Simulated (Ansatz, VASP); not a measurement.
## Ir: VASP beside Ansatz

```
Ir
1.0
     4.45489    0.00000    0.00000
    -2.22744    3.85805    0.00000
     0.00000    0.00000    2.75269
Ir
3
Direct
  0.00000 0.00000 0.00000
  0.33333 0.66667 0.50000
  0.66667 0.33333 0.50000
```

Alike in both runs: task single point; functional RPBE; k mesh 11 × 11 × 15; occupations fermi-dirac, width 0.1 eV; no spin polarisation.

|  | VASP | Ansatz |
| --- | --- | --- |
| version | VASP 6.6.1 | Ansatz 0.2.0 |
| potentials or method | VASP PAW PBE potentials, release 64 (Ir), cutoff 520 eV | plane waves (420 eV) with PAW, scalar-relativistic |
| valence electrons in the cell | 27 | 51 |

|  | VASP | Ansatz | Ansatz less VASP |
| --- | --- | --- | --- |
| pressure (GPa) | -10.6 | -10.8 | -0.20 |
| traceless stress, the component that is largest in VASP (GPa) | 0.44 | 0.56 | +0.121 |

VASP's potentials were made for PBE, not for RPBE. VASP's potentials hold 27 valence electrons a cell and Ansatz's 51, so a difference there can come from the potentials and not from the codes.

Spin-orbit coupling is off throughout.
